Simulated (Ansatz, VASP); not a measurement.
**One calculation of Zr, two programs**

File INCAR:

```
PREC = Accurate
ENCUT = 600
EDIFF = 1E-6
ISMEAR = -1
SIGMA = 0.1
LREAL = False
LASPH = True
NELM = 100
ALGO = Normal
ISIF = 3
LWAVE = False
LCHARG = False
GGA = RE
IBRION = 2
NSW = 80
EDIFFG = -0.01
```

KPOINTS

```
Automatic mesh
0
Gamma
  7 7 10
```

The input POSCAR:

```
Zr
1.0
    5.0859926290      0.0000000000      0.0000000000
   -2.5429963145      4.4045988202      0.0000000000
    0.0000000000      0.0000000000      3.1177134816
Zr
3
Direct
    0.0000000000      0.0000000000      0.0000000000
    0.3333333333      0.6666666667      0.5000000000
    0.6666666667      0.3333333333      0.5000000000
```

Input for Ansatz:

```yaml
crystal:
  lattice:
    - [5.085992629, 0.0, 0.0]
    - [-2.5429963145, 4.4045988202, 0.0]
    - [0.0, 0.0, 3.1177134816]
  atoms:
    - { symbol: Zr, position: [0.0, 0.0, 0.0] }
    - { symbol: Zr, position: [0.3333333333, 0.6666666667, 0.5] }
    - { symbol: Zr, position: [0.6666666667, 0.3333333333, 0.5] }
hamiltonian:
  xc: revpbe
  pseudopotentials:
    kind: paw
    azcp:
      Zr: "pseudopotentials/Zr.paw.azcp"
basis:
  ecutwfc: 420
  fft_grid_basis: typed
kpoints:
  mp_grid: { grid: [7, 7, 10], shift: [0, 0, 0] }
magnetization:
  spin_polarized: false
scf:
  occupations: { method: fermi_dirac, width: 0.1 }
relax:
  max_steps: 60
  f_tol: 0.01
  cell: {}
```

Alike in both runs: task relaxation of cell and atoms; functional revPBE; k mesh 7 × 7 × 10; occupations fermi-dirac, width 0.1 eV; no spin polarisation.

```csv
,VASP,Ansatz
version,VASP 6.6.1,Ansatz 0.2.0
potentials or method,"VASP PAW PBE potentials, release 64 (Zr_sv), cutoff 600 eV","plane waves (420 eV) with PAW, scalar-relativistic"
valence electrons in the cell,36,36
```

```csv
,VASP,Ansatz,Ansatz less VASP
relaxed volume (Å³/atom),23.53,23.53,-0.003
relaxed length of the cell vector where the two differ most in proportion (Å),5.077,5.077,-0.0003
```

VASP's potentials were made for PBE, not for revPBE.
